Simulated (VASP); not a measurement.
Wanted: the native input for a VASP 6.6.1 run.

```
Task                   : single point
Functional             : PBE
Potentials or basis    : VASP PAW PBE potentials, release 64 (Hg, Sb)
Cutoff                 : 520 eV
k mesh                 : 14 × 14 × 14
Occupations            : gaussian, width 0.1 eV
Spin                   : no spin polarisation
Dipole correction      : no
Further INCAR settings : ALGO = Normal; EDIFF = 1e-07; NBANDS = 18
```

The structure of HgSb2 lies in POSCAR:

```
HgSb2
1.0
   -2.2145487802      2.2145487802      5.6367946440
    2.2145487802     -2.2145487802      5.6367946440
    2.2145487802      2.2145487802     -5.6367946440
Hg Sb
1 2
Direct
    0.0000000000      0.0000000000      0.0000000000
    0.7551009705      0.7551009705      0.0000000000
    0.2448990295      0.2448990295      0.0000000000
```

The input as run:

INCAR

```
PREC = Accurate ; ENCUT = 520
EDIFF = 1E-7 ; ISMEAR = 0
SIGMA = 0.1 ; LREAL = False
LASPH = True ; NELM = 60
ALGO = Normal ; ISIF = 2
LWAVE = False ; LCHARG = False
GGA = PE ; NBANDS = 18
```

KPOINTS

```
regular mesh
0
Gamma
  14 14 14
```

Potentials or basis: VASP PAW PBE potentials, release 64 (Hg, Sb).

Run with:

```bash
$ cat potpaw_PBE.64/Hg/POTCAR potpaw_PBE.64/Sb/POTCAR > POTCAR
$ mpirun -np 1 vasp_std > vasp.out
```

It gave:

* Pressure: 0.0 GPa
* Largest force: 0.021 eV/Å
* Band gap on the k mesh: zero (bands 11 and 12 overlap by 0.50 eV)

Caveat: spin-orbit coupling is left out, which moves the levels of the heavy elements.

Run time: 6.8 min on 1 thread of Intel(R) Xeon(R) Platinum 8488C (Sapphire Rapids), on a shared host, peak memory 0.68 GiB.
